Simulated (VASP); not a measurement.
# Be3V in VASP: further runs

The runs below take Be3V through single point, relaxation of cell and atoms, with PBE.

All numbers are computed with VASP 6.6.1; they aren't measurements. Logs are shortened: lines on timing, memory, paths and dates and some standing lists are left out, and cuts for length are marked.

## (1) The cell of the first run

The typed cell holds 8 atoms: a = 4.757 Å, b = 4.757 Å, c = 4.757 Å, α = 60.00°, β = 60.00°, γ = 60.00°.

The cell was generated, and may not be a known phase.

## (2) Single point, PBE, collinear spin, ferromagnetic start

Contents of INCAR:

```
SYSTEM = Be3V
PREC = Accurate ; ENCUT = 520
EDIFF = 1E-7 ; ISMEAR = 0
SIGMA = 0.1 ; LREAL = .FALSE.
LASPH = .TRUE. ; NELM = 150
ALGO = Fast ; ISIF = 2
LWAVE = .FALSE. ; LCHARG = .TRUE.
ISPIN = 2 ; MAGMOM = 0 0 0 0 0 0 2 2
LORBIT = 11 ; LMAXMIX = 4
GGA = PE ; LELF = .TRUE.
LVHAR = .TRUE. ; NBANDS = 33
```

Contents of KPOINTS:

```
regular mesh
0
G
  4 4 4
  0 0 0
```

Contents of POSCAR:

```
Be3V
1.0
    0.0000000000      3.3634450025      3.3634450025
    3.3634450025      0.0000000000      3.3634450025
    3.3634450025      3.3634450025      0.0000000000
Be V
6 2
Direct
    0.7496367114      0.2503632886      0.2503632886
    0.2503632886      0.7496367114      0.7496367114
    0.7496367114      0.2503632886      0.7496367114
    0.2503632886      0.7496367114      0.2503632886
    0.7496367114      0.7496367114      0.2503632886
    0.2503632886      0.2503632886      0.7496367114
    0.2500000000      0.2500000000      0.2500000000
    0.7500000000      0.7500000000      0.7500000000
```

Potentials or basis: VASP PAW PBE potentials, release 64 (Be, V_sv).

Launch:

```console
$ cat potpaw_PBE.64/Be/POTCAR potpaw_PBE.64/V_sv/POTCAR > POTCAR
$ mpirun -np 1 vasp_std > vasp.out
```

OUTCAR:

```text
SYSTEM = Be3V
   PREC = Accurate
   ENCUT = 520
   EDIFF = 1E-7
   ISMEAR = 0
   LREAL = .FALSE.
   LASPH = .TRUE.
   NELM = 150
   ISIF = 2
   ISPIN = 2
   LORBIT = 11
   GGA = PE

 ion  position               nearest neighbor table
   1  0.750  0.250  0.250-   3 2.37   4 2.37   5 2.37   6 2.37   7 2.38   7 2.38   8 2.38   8 2.38
                             3 2.38   4 2.38   5 2.38   6 2.38
   2  0.250  0.750  0.750-   3 2.37   4 2.37   5 2.37   6 2.37   7 2.38   7 2.38   8 2.38   8 2.38
                             4 2.38   3 2.38   5 2.38   6 2.38
   3  0.750  0.250  0.750-   1 2.37   2 2.37   5 2.37   6 2.37   7 2.38   7 2.38   8 2.38   8 2.38
                             2 2.38   1 2.38   5 2.38   6 2.38
   4  0.250  0.750  0.250-   1 2.37   2 2.37   5 2.37   6 2.37   7 2.38   7 2.38   8 2.38   8 2.38
                             6 2.38   1 2.38   5 2.38   2 2.38
   5  0.750  0.750  0.250-   1 2.37   2 2.37   3 2.37   4 2.37   7 2.38   7 2.38   8 2.38   8 2.38
                             4 2.38   3 2.38   2 2.38   1 2.38
   6  0.250  0.250  0.750-   1 2.37   2 2.37   3 2.37   4 2.37   7 2.38   7 2.38   8 2.38   8 2.38
                             4 2.38   1 2.38   3 2.38   2 2.38
   7  0.250  0.250  0.250-   1 2.38   4 2.38   6 2.38   2 2.38   3 2.38   6 2.38   2 2.38   4 2.38
                             5 2.38   1 2.38   3 2.38   5 2.38
   8  0.750  0.750  0.750-   2 2.38   4 2.38   6 2.38   1 2.38   3 2.38   6 2.38   1 2.38   4 2.38
                             5 2.38   2 2.38   3 2.38   5 2.38

  LATTYP: Found a face centered cubic cell.
 ALAT       =     6.7268900050

  Lattice vectors:

 A1 = (   0.0000000000,   3.3634450025,   3.3634450025)
 A2 = (   3.3634450025,   0.0000000000,   3.3634450025)
 A3 = (   3.3634450025,   3.3634450025,   0.0000000000)

Analysis of symmetry for initial positions (statically):
=====================================================================
 Subroutine PRICEL returns:
 Original cell was already a primitive cell.

 Routine SETGRP: Setting up the symmetry group for a
 face centered cubic supercell.

 Subroutine GETGRP returns: Found 48 space group operations
 (whereof 48 operations were pure point group operations)
 out of a pool of 48 trial point group operations.

The static configuration has the point symmetry O_h .

Analysis of symmetry for dynamics (positions and initial velocities):
=====================================================================
 Subroutine PRICEL returns:
 Original cell was already a primitive cell.

 Routine SETGRP: Setting up the symmetry group for a
 face centered cubic supercell.

 Subroutine GETGRP returns: Found 48 space group operations
 (whereof 48 operations were pure point group operations)
 out of a pool of 48 trial point group operations.

The dynamic configuration has the point symmetry O_h .

Analysis of structural, dynamic, and magnetic symmetry:
=====================================================================
 Subroutine PRICEL returns:
 Original cell was already a primitive cell.

 Routine SETGRP: Setting up the symmetry group for a
 face centered cubic supercell.

 Subroutine GETGRP returns: Found 48 space group operations
 (whereof 48 operations were pure point group operations)
 out of a pool of 48 trial point group operations.

The overall configuration has the point symmetry O_h .

 Subroutine INISYM returns: Found 48 space group operations
 (whereof 48 operations are pure point group operations),
 and found     1 'primitive' translations

----------------------------------------------------------------------------------------

                                     Primitive cell

  volume of cell :      76.0997

  direct lattice vectors                    reciprocal lattice vectors
     0.000000000  3.363445002  3.363445002    -0.148657106  0.148657106  0.148657106
     3.363445002  0.000000000  3.363445002     0.148657106 -0.148657106  0.148657106
     3.363445002  3.363445002  0.000000000     0.148657106  0.148657106 -0.148657106

  length of vectors
     4.756629539  4.756629539  4.756629539     0.257481660  0.257481660  0.257481660

  position of ions in fractional coordinates (direct lattice)
     0.749636711  0.250363289  0.250363289
     0.250363289  0.749636711  0.749636711
     0.749636711  0.250363289  0.749636711
     0.250363289  0.749636711  0.250363289
     0.749636711  0.749636711  0.250363289
     0.250363289  0.250363289  0.749636711
     0.250000000  0.250000000  0.250000000
     0.750000000  0.750000000  0.750000000

  ion indices of the primitive-cell ions
   primitive index   ion index
                 1           1
                 2           2
                 3           3
                 4           4
                 5           5
                 6           6
                 7           7
                 8           8

----------------------------------------------------------------------------------------

 KPOINTS: regular mesh

Automatic generation of k-mesh.
 Grid dimensions read from file:
 generate k-points for:    4    4    4

 Generating k-lattice:

  Cartesian coordinates                     Fractional coordinates (reciprocal lattice)
    -0.037164276  0.037164276  0.037164276     0.250000000  0.000000000  0.000000000
     0.037164276 -0.037164276  0.037164276     0.000000000  0.250000000  0.000000000
     0.037164276  0.037164276 -0.037164276     0.000000000  0.000000000  0.250000000

  Length of vectors
     0.064370415  0.064370415  0.064370415

  Shift w.r.t. Gamma in fractional coordinates (k-lattice)
     0.000000000  0.000000000  0.000000000

 Subroutine IBZKPT returns following result:
 ===========================================

 Found      8 irreducible k-points:

 Following reciprocal coordinates:
            Coordinates               Weight
  0.000000  0.000000  0.000000      1.000000
  0.250000  0.000000  0.000000      8.000000
  0.500000  0.000000  0.000000      4.000000
  0.250000  0.250000  0.000000      6.000000
  0.500000  0.250000  0.000000     24.000000
 -0.250000  0.250000  0.000000     12.000000
  0.500000  0.500000  0.000000      3.000000
 -0.250000  0.500000  0.250000      6.000000
   k-points           NKPTS =      8   k-points in BZ     NKDIM =      8   number of bands    NBANDS=     33
   number of dos      NEDOS =    301   number of ions     NIONS =      8
   total plane-waves  NPLWV =  46656
   dimension x,y,z NGX =    36 NGY =   36 NGZ =   36
   dimension x,y,z NGXF=    72 NGYF=   72 NGZF=   72
   ions per type =               6   2
   NGX,Y,Z   is equivalent  to a cutoff of  12.58, 12.58, 12.58 a.u.
   NGXF,Y,Z  is equivalent  to a cutoff of  25.16, 25.16, 25.16 a.u.
 SYSTEM =  Be3V
   PREC   = accura    normal or accurate (medium, high low for compatibility)
   ISTART =      0    job   : 0-new  1-cont  2-samecut
   ICHARG =      2    charge: 1-file 2-atom 10-const
   ISPIN  =      2    spin polarized calculation?
   LNONCOLLINEAR =      F non collinear calculations
   LSORBIT =      F    spin-orbit coupling
   LASPH  =      T    aspherical Exc in radial PAW
   ENCUT  =  520.0 eV  38.22 Ry    6.18 a.u.   8.84  8.84  8.84*2*pi/ulx,y,z
   NELM   =    150;   NELMIN=  2; NELMDL= -5     # of ELM steps
   EDIFF  = 0.1E-06   stopping-criterion for ELM
   LREAL  =      F    real-space projection
   EDIFFG = 0.1E-05   stopping-criterion for IOM
   NSW    =      0    number of steps for IOM
   IBRION =     -1    ionic relax: 0-MD 1-quasi-New 2-CG
   NFREE  =      0    steps in history (QN), initial steepest desc. (CG)
   ISIF   =      2    stress and relaxation
   ISYM   =      2    0-nonsym 1-usesym 2-fastsym
   POTIM  = 0.5000    time-step for ionic-motion
   TEBEG  =    0.0;   TEEND  =   0.0 temperature during run
   PSTRESS=    0.0 pullay stress
   NELECT =      38.0000    total number of electrons
   NUPDOWN=      -1.0000    fix difference up-down
   EMIN   =  10.00;   EMAX   =-10.00  energy-range for DOS
   EFERMI =   0.00;   METHOD = LEGACY
   ISMEAR =     0;   SIGMA  =   0.10  broadening in eV -4-tet -1-fermi 0-gaus
   EFERMI_NEDOS =   21; number of points for ismear=-14 and -15
   IALGO  =     68    algorithm
   IMIX   =      4    mixing-type and parameters
     AMIX     =   0.40;   BMIX     =  1.00
     AMIX_MAG =   1.60;   BMIX_MAG =  1.00
  volume/ion in A,a.u.               =       9.51        64.19
  Fermi-wavevector in a.u.,A,eV,Ry     =   1.298798  2.454373 22.951354  1.686877
  Thomas-Fermi vector in A             =   2.430103
   LORBIT       =     11    0 simple, 1 ext, 2 COOP (PROOUT), +10 PAW based schemes
   GGA     = PE    functional components
   LHFCALC =     F    Hartree Fock is set to
   AEXX    =    0.0000 exact exchange contribution
   IVDW    =     0    specifies the selected vdW correction
   LEPSILON=     F    determine dielectric tensor
   LRPA    =     F    only Hartree local field effects (RPA)
 spin polarized calculation
 RMM-DIIS sequential band-by-band and
 Gauss-broadening in eV      SIGMA  =   0.10
  energy-cutoff  :      520.00
  volume of cell :       76.10
 maximum number of plane-waves:      2085
   NGX = 17   NGY = 17   NGZ = 17

 number of electron      38.0000011 magnetization       0.0000481

 number of electron      38.0000011 magnetization      -0.0000154

 Free energy of the ion-electron system (eV)
  ---------------------------------------------------
  ext. energy  EPLUGINS =         0.00000000
  ---------------------------------------------------
  free energy    TOTEN  =       -41.47596597 eV

  energy without entropy =      -41.46117828  energy(sigma->0) =      -41.46857212

 E-fermi :   7.0067     XC(G=0): -11.3314

 val. band max:        6.9071794980   @ k =   0.2500   0.0000   0.0000
 cond. band min:       7.0679649771   @ k =   0.2500   0.0000   0.0000
 fundamental gap:      0.1607854791
 Fermi energy:         7.0066720410

 spin component 1

 k-point     1 :       0.0000    0.0000    0.0000
  band No.  band energies     occupation
      1     -56.5577      1.00000
      2     -56.5470      1.00000
      3     -30.4531      1.00000
      4     -30.4531      1.00000
      5     -30.4531      1.00000
      6     -30.4075      1.00000
[... 261 lines left out ...]
     30      13.4723      0.00000
     31      15.5749      0.00000
 Fermi energy:         7.0066720410

 spin component 2

 k-point     1 :       0.0000    0.0000    0.0000
  band No.  band energies     occupation
      1     -56.5578      1.00000
      2     -56.5470      1.00000
      3     -30.4531      1.00000
      4     -30.4531      1.00000
      5     -30.4531      1.00000
      6     -30.4075      1.00000
[... 261 lines left out ...]
     30      13.4723      0.00000
     31      15.5749      0.00000
 [bands above 31 left out]

------------------------ aborting loop because EDIFF is reached ----------------------------------------

  FORCE on cell =-STRESS in cart. coord.  units (eV):
  Direction    XX          YY          ZZ          XY          YZ          ZX
  --------------------------------------------------------------------------------------
  -------------------------------------------------------------------------------------
  Total        0.0191486      0.0191486      0.0191486     -0.0000000      0.0000000     -0.0000000
  in kB        0.4031471      0.4031471      0.4031471     -0.0000000      0.0000000     -0.0000000
  external PRESSURE =       0.4031471 kB  Pullay stress =       0.0000000 kB

 VOLUME and BASIS-vectors are now :
 -----------------------------------------------------------------------------
  energy-cutoff  :      520.00
  volume of cell :       76.10
      direct lattice vectors                 reciprocal lattice vectors
     0.000000000  3.363445002  3.363445002    -0.148657106  0.148657106  0.148657106
     3.363445002  0.000000000  3.363445002     0.148657106 -0.148657106  0.148657106
     3.363445002  3.363445002  0.000000000     0.148657106  0.148657106 -0.148657106

 POSITION                                       TOTAL-FORCE (eV/Angst)
 -----------------------------------------------------------------------------------
      1.68417      3.36345      3.36345        -0.019665      0.000000      0.000000
      5.04272      3.36345      3.36345         0.019665      0.000000      0.000000
      3.36345      5.04272      3.36345         0.000000      0.019665      0.000000
      3.36345      1.68417      3.36345         0.000000     -0.019665      0.000000
      3.36345      3.36345      5.04272         0.000000      0.000000      0.019665
      3.36345      3.36345      1.68417         0.000000      0.000000     -0.019665
      1.68172      1.68172      1.68172        -0.000000      0.000000      0.000000
      5.04517      5.04517      5.04517         0.000000      0.000000      0.000000
 -----------------------------------------------------------------------------------
    total drift:                                0.000000      0.000000      0.000000

  FREE ENERGIE OF THE ION-ELECTRON SYSTEM (eV)
  ---------------------------------------------------
  free  energy   TOTEN  =       -41.4759659687 eV

  energy  without entropy=      -41.4611782772  energy(sigma->0) =      -41.46857212

 total charge

# of ion       s       p       d       tot
------------------------------------------
    1        0.455   0.690   0.000   1.145
    2        0.455   0.690   0.000   1.145
    3        0.455   0.690   0.000   1.145
    4        0.455   0.690   0.000   1.145
    5        0.455   0.690   0.000   1.145
    6        0.455   0.690   0.000   1.145
    7        2.271   6.253   3.146  11.671
    8        2.271   6.253   3.146  11.671
--------------------------------------------------
tot          7.270  16.647   6.293  30.210

 magnetization (x)

# of ion       s       p       d       tot
------------------------------------------
    1        0.000   0.000   0.000   0.000
    2        0.000   0.000   0.000   0.000
    3        0.000   0.000   0.000   0.000
    4        0.000   0.000   0.000   0.000
    5        0.000   0.000   0.000   0.000
    6        0.000   0.000   0.000   0.000
    7        0.000  -0.000  -0.000  -0.000
    8        0.000  -0.000  -0.000  -0.000
--------------------------------------------------
tot          0.000   0.000  -0.000  -0.000
```

It took 50 s on 1 thread of AMD EPYC 7R13 (Zen 3), shared host; peak memory 0.22 GiB.

What came out:

- Free energy: -41.4760 eV
- Pressure: 0.0 GPa
- Largest force: 0.020 eV/Å
- Band gap on the k mesh: zero (filled and empty bands overlap)
- Net moment: 0.00 μB per cell
- Valence electrons inside the program's atomic spheres: Be 1.15; V 11.67

Forces in eV/Å, atoms in the order of the input:
```
Be  -0.020  0.000  0.000
Be   0.020  0.000  0.000
Be   0.000  0.020  0.000
Be   0.000 -0.020  0.000
Be   0.000  0.000  0.020
Be   0.000  0.000 -0.020
V    0.000  0.000  0.000
V    0.000  0.000  0.000
```

Levels at points of the mesh, in eV from the Fermi level:
Spin up:
```
           k point  band 17  band 18  band 19  band 20  band 21  band 22
(0.00, 0.00, 0.00)    -1.41    -1.41     0.13     0.13     0.13     1.13
(0.50, 0.00, 0.00)    -0.71    -0.71    -0.71    -0.71     2.09     2.11
(0.50, 0.50, 0.00)    -1.26    -0.44    -0.44     1.26     1.82     1.83
```
Spin down:
| k point | band 15 | band 16 | band 17 | band 18 | band 19 | band 20 | band 21 | band 22 | band 23 | band 24 |
| --- | --- | --- | --- | --- | --- | --- | --- | --- | --- | --- |
| (0.00, 0.00, 0.00) | -1.66 | -1.66 | -1.41 | -1.41 | 0.13 | 0.13 | 0.13 | 1.13 | 1.13 | 1.13 |
| (0.50, 0.00, 0.00) | -2.43 | -2.43 | -0.71 | -0.71 | -0.71 | -0.71 | 2.09 | 2.11 | 2.53 | 2.53 |
| (0.50, 0.50, 0.00) | -1.51 | -1.26 | -1.26 | -0.45 | -0.45 | 1.26 | 1.82 | 1.83 | 2.39 | 2.48 |

Caveat: the k points lie up to 0.40 Å⁻¹ apart, too coarse for converged energies and pressures of a metal; the moments typed at the start vanished in this run.

(Part 1 of 2 ends here.)

The gap in the log of VASP goes by the Fermi energy; the results here count the filled bands.